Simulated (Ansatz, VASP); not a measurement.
## BN in VASP and in Ansatz

```
CELL_PARAMETERS angstrom
0.03615 1.82557 1.82557
1.82557 0.03615 1.82557
1.82557 1.82557 0.03615
ATOMIC_POSITIONS crystal
B 0.00000 0.00000 0.00000
N 0.75000 0.75000 0.75000
```

Change from the starting cell: equal xy, yz and zx shear strains of +2 %.

Alike in both runs: task single point; functional PBE; k mesh 13 × 13 × 13; occupations fermi-dirac, width 0.03 eV; no spin polarisation.

|  | VASP | Ansatz |
| --- | --- | --- |
| version | VASP 6.6.1 | Ansatz 0.2.0 |
| potentials or method | VASP PAW PBE potentials, release 64 (B, N), cutoff 520 eV | all-electron LAPW, scalar-relativistic |

|  | VASP | Ansatz | Ansatz less VASP |
| --- | --- | --- | --- |
| gap on the k mesh at the Fermi level (eV) | 4.47 | 4.48 | +0.009 |
| pressure (GPa) | 3.8 | 3.6 | -0.27 |
| traceless stress, the component that is largest in VASP (GPa) | -8.93 | -8.88 | +0.057 |
| rms of the force components (eV/Å) | 0.013 | 0.010 | -0.0034 |

Atom by atom the forces differ by 0.003 eV/Å (rms over components). Ansatz ran all-electron here, and VASP with PAW potentials.
